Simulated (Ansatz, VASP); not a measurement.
**Two plane-wave programs on Li**

```
Li
1.0
     3.15582   -0.00025    0.00103
    -0.00145    5.17772   -0.02445
     0.00176   -0.04500    9.97976
Li
8
Direct
  0.50016 0.50059 0.99996
  0.99697 0.99985 0.99982
  0.49987 0.49936 0.49966
  0.00208 0.99907 0.50056
  0.99816 0.34902 0.74999
  0.50225 0.84912 0.74995
  0.50013 0.15170 0.25018
  0.00037 0.65128 0.24987
```

Change from the starting cell: cell x2, atoms moved at random (sigma 0.15 Å) and cell strained at random (1.5 %), then relaxed without symmetry.

Alike in both runs: functional PBE; k mesh 8 × 4 × 2; occupations gaussian, width 0.2 eV; no spin polarisation.

Ansatz relaxed the structure, and its values are those at the end. VASP's run is a single point on that final structure, the one shown.

|  | VASP | Ansatz |
| --- | --- | --- |
| version | VASP 6.6.1 | Ansatz 0.2.0 |
| potentials or method | VASP PAW PBE potentials, release 64 (Li_sv), cutoff 520 eV | scalar-relativistic, plane waves, PAW |
| valence electrons in the cell | 24 | 24 |

```tsv
	VASP	Ansatz	Ansatz less VASP
gap on the k mesh at the Fermi level (eV)	none	none	-
rms of the force components (eV/Å)	0.005	0.005	+0.0001
```

A gap of «none» marks a metal or a gap that the smearing closes.

Noted on VASP's run: the cutoff is short for stress, so the pressure is rough.
